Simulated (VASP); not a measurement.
Runs of VASP 6.6.1 on CuI. The structure is that of space group P4/nmm (No. 129), or close to it. The cells are those of the table. 

```tsv
task	cell	gap on the mesh (eV)	pressure (GPa)	largest force (eV/Å)
single point	a = 3.922, b = 4.022, c = 6.513 Å, 4 atoms	1.48	0.7	0.10
single point	a = 3.922, b = 4.001, c = 6.547 Å, 4 atoms	1.50	0.5	0.02
single point	a = 4.082, b = 4.012, c = 6.394 Å, 4 atoms	(a)	-0.2	0.02
relaxation of the atoms	atoms relaxed from a = 3.762, b = 3.762, c = 6.092 Å, 4 atoms	(b)	6.6	-
single point	a = 4.162, b = 3.962, c = 6.416 Å, 4 atoms	1.41	-0.6	(c)
```

Alike in all rows: level PBEsol; potentials or basis VASP PAW PBE potentials, release 64 (Cu, I); no spin polarisation; k mesh 8 × 8 × 4; cutoff (eV) 520; smearing gaussian 0.02 eV.

Estimate the missing entries.

(a) 1.51; (b) 1.46; (c) 0.09.

Caveats: the PAW data sets were made with another functional, which shifts forces and pressure a little; spin-orbit coupling is left out, which moves the levels of the heavy elements; this functional lacks dispersion, which binds the layers, so the pressure and a relaxed spacing across them are unreliable (some runs).

A k mesh can miss the band edges, and the runs leave out spin-orbit coupling on I.
